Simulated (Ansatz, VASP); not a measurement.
## One calculation of BaTiO3, two programs

```xyz
5
Lattice="4.0073 -0.0401 -0.0401 -0.0401 4.0073 -0.0401 -0.0401 -0.0401 4.0073" Properties=species:S:1:pos:R:3 pbc="T T T"
Ba    1.9636    1.9636    1.9636
Ti    0.0000    0.0000    0.0000
O     2.0036   -0.0200   -0.0200
O    -0.0200    2.0036   -0.0200
O    -0.0200   -0.0200    2.0036
```

Change from the starting cell: equal xy, yz and zx shear strains of -2 %, crystal datasets.

Alike in both runs: task electric field gradients; functional LDA; k mesh 8 × 8 × 8; occupations fermi-dirac, width 0.05 eV; no spin polarisation.

```csv
,VASP,Ansatz
version,VASP 6.6.1,Ansatz 0.2.0
potentials or method,"VASP PAW LDA potentials, release 64 (Ba_sv, Ti_sv, O), cutoff 520 eV","all-electron PAW with datasets made for the crystal, scalar-relativistic"
```

Ansatz gave:

* pressure (GPa): -9.3
* traceless stress, the component that is largest in VASP (GPa): 2.41
* size of Vzz on the site where it differs most (V/Å²): 23.8

Problem. Estimate VASP's values.

Solution. Pressure (GPa): -7.3; traceless stress, the component that is largest in VASP (GPa): 2.48; size of Vzz on the site where it differs most (V/Å²): 25.9.

LDA's correlation is that of Perdew and Zunger in VASP and of Perdew and Wang (1992) in Ansatz. Ansatz ran all-electron here, and VASP with PAW potentials.

Neither program's run includes spin-orbit coupling.
